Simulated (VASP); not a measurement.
Set up this calculation in VASP 6.6.1, as the native input.

- Task: single point
- Functional: PBE
- Potentials or basis: VASP PAW PBE potentials, release 64 (Ba_sv, S)
- Cutoff: 520 eV
- k mesh: 6 × 6 × 6
- Occupations: fermi-dirac, width 0.02 eV
- Spin: no spin polarisation
- Dipole correction: no
- Further INCAR settings: ALGO = Normal; EDIFF = 1e-06; NBANDS = 15

The structure of BaS lies in POSCAR:

```
BaS
1.0
    0.0000000000      3.4898487120      3.4898487120
    3.4898487120      0.0000000000      3.4898487120
    3.4898487120      3.4898487120      0.0000000000
Ba S
1 1
Direct
    0.0000000000      0.0000000000      0.0000000000
    0.2500000000      0.2500000000      0.2500000000
```

This cell differs from its parent crystal: strain -0.8%.

One way to write it, as run:

INCAR

```
SYSTEM = BaS
ALGO = Normal
EDIFF = 1E-6
ENCUT = 520
GGA = PE
ISIF = 2
ISMEAR = -1
LASPH = .TRUE.
LCHARG = .FALSE.
LREAL = .FALSE.
LWAVE = .FALSE.
NBANDS = 15
NELM = 80
PREC = Accurate
SIGMA = 0.02
```

KPOINTS

```
k-points
0
G
  6 6 6
  0 0 0
```

Potentials or basis: VASP PAW PBE potentials, release 64 (Ba_sv, S).

Command:

```console
$ cat potpaw_PBE.64/Ba_sv/POTCAR potpaw_PBE.64/S/POTCAR > POTCAR
$ mpirun -np 1 vasp_std > vasp.out
```

It gave:

```json
{"Pressure": "1.1 GPa", "Band gap on the k mesh": "2.80 eV, indirect (least direct gap 3.42 eV)"}
```

Caveat: the cell differs from its parent crystal (strain -0.8%); spin-orbit coupling is left out, which moves the levels of the heavy elements.

Wall time 19 s on 1 thread of Intel(R) Xeon(R) Platinum 8488C (Sapphire Rapids), with other jobs on the host, peak memory 0.24 GiB.
